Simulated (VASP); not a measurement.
# AlP: single point with PBEsol

Crystal: AlP.

```
Al P
1.0
     0.00000    2.68866    2.68866
     2.68866    0.00000    2.68866
     2.68866    2.68866    0.00000
Al P
1 1
Direct
  0.00000 0.00000 0.00000
  0.25000 0.25000 0.25000
```

| Item | Value |
| --- | --- |
| Program | VASP 6.6.1 |
| Task | single point |
| Functional | PBEsol |
| Potentials or basis | VASP PAW PBE potentials, release 64 (Al, P) |
| Cutoff | 500 eV |
| k mesh | 5 × 5 × 5 |
| Occupations | gaussian, width 0.01 eV |
| Spin | no spin polarisation |
| Dipole correction | no |
| Further INCAR settings | ALGO = Normal; EDIFF = 1e-06; NBANDS = 11 |

```yaml
Pressure: 5.2 GPa
Band_gap_on_the_k_mesh: 1.61 eV, indirect (least direct gap 3.59 eV)
```

Levels at points of the mesh, in eV from the valence-band top:
| k point | band 1 | band 2 | band 3 | band 4 | band 5 | band 6 | band 7 | band 8 | band 9 |
| --- | --- | --- | --- | --- | --- | --- | --- | --- | --- |
| (0.00, 0.00, 0.00) | -11.80 | 0.00 | 0.00 | 0.00 | 3.59 | 4.56 | 4.56 | 4.56 | 8.85 |

It took 4.6 s on 1 thread of Intel(R) Xeon(R) Platinum 8375C CPU @ 2.90GHz (Ice Lake) (shared host), peak memory 0.14 GiB.

Caveat: the PAW data sets were made with another functional, which shifts forces and pressure a little. A k mesh can miss the band edges.
